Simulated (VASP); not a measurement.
**HC12: relaxation of the atoms with PBE**

System: HC12, a wire with vacuum.

```
C H
1.0
     4.93269    0.00000    0.00000
    -1.23317    8.78588    0.00000
     0.00000    0.00000   20.29071
C H
12 1
Direct
  0.01970 0.07880 0.19713
  0.51970 0.07880 0.19713
  0.27463 0.09850 0.23117
  0.77463 0.09850 0.23117
  0.28448 0.13790 0.29924
  0.78448 0.13790 0.29924
  0.03930 0.15720 0.33240
  0.53930 0.15720 0.33240
  0.04968 0.19872 0.40354
  0.54968 0.19872 0.40354
  0.30407 0.21631 0.43324
  0.80407 0.21631 0.43324
  0.30407 0.21631 0.48646
```

```
Program                             : VASP 6.6.1
Task                                : relaxation of the atoms
Functional                          : PBE
Potentials or basis                 : VASP PAW PBE potentials, release 64 (C, H)
Cutoff                              : 520 eV
k mesh                              : 6 × 3 × 1
Occupations                         : gaussian, width 0.1 eV
Spin                                : no spin polarisation
Dipole correction                   : yes
Atoms held fixed (from 0)           : [0, 1, 2, 3, 4, 5, 6, 7, 8, 9, 10, 11]
Further INCAR settings              : ALGO = Normal; EDIFF = 1e-07; NELMDL = -8; IBRION = 2; EDIFFG = -0.025; NSW = 36
Atoms held along some axes (from 0) : atom 12 along a and b
```

| Property | Result |
| --- | --- |
| Energy gained by relaxing | 0.2 meV/atom |
| Ionic steps | 3 |
| Band gap on the k mesh | zero (an odd number of electrons rules out a gap without spin polarisation) |

The path:
| step | energy change (eV) | largest force on free atoms (eV/Å) | pressure (GPa) |
| --- | --- | --- | --- |
| 1 | 0.0000 | 0.4515 | 0.26 |
| 2 | -0.0018 | 0.2692 | 0.21 |
| 3 | -0.0030 | 0.0003 | 0.23 |

Final structure:
```yaml
crystal:
  lattice:
    - [4.93269, 0.00000, 0.00000]
    - [-1.23317, 8.78588, 0.00000]
    - [0.00000, 0.00000, 20.29071]
  atoms:
    - { symbol: C, position: [0.01970, 0.07880, 0.19713] }
    - { symbol: C, position: [0.51970, 0.07880, 0.19713] }
    - { symbol: C, position: [0.27463, 0.09850, 0.23117] }
    - { symbol: C, position: [0.77463, 0.09850, 0.23117] }
    - { symbol: C, position: [0.28448, 0.13790, 0.29924] }
    - { symbol: C, position: [0.78448, 0.13790, 0.29924] }
    - { symbol: C, position: [0.03930, 0.15720, 0.33240] }
    - { symbol: C, position: [0.53930, 0.15720, 0.33240] }
    - { symbol: C, position: [0.04968, 0.19872, 0.40354] }
    - { symbol: C, position: [0.54968, 0.19872, 0.40354] }
    - { symbol: C, position: [0.30407, 0.21631, 0.43324] }
    - { symbol: C, position: [0.80407, 0.21631, 0.43324] }
    - { symbol: H, position: [0.30407, 0.21631, 0.48712] }
```

Levels at points of the mesh, in eV from the Fermi level:
| k point | band 21 | band 22 | band 23 | band 24 | band 25 | band 26 | band 27 | band 28 |
| --- | --- | --- | --- | --- | --- | --- | --- | --- |
| (0.00, 0.00, 0.00) | -2.17 | -2.11 | -0.45 | -0.31 | 0.13 | 0.33 | 0.92 | 2.26 |
| (0.50, 0.00, 0.00) | -3.74 | -1.81 | -1.68 | -0.13 | -0.05 | -0.01 | 2.70 | 2.95 |

It took 5.4 min on 4 MPI ranks on Intel(R) Xeon(R) 6975P-C (Granite Rapids) (shared host), peak memory 1.1 GiB a rank.
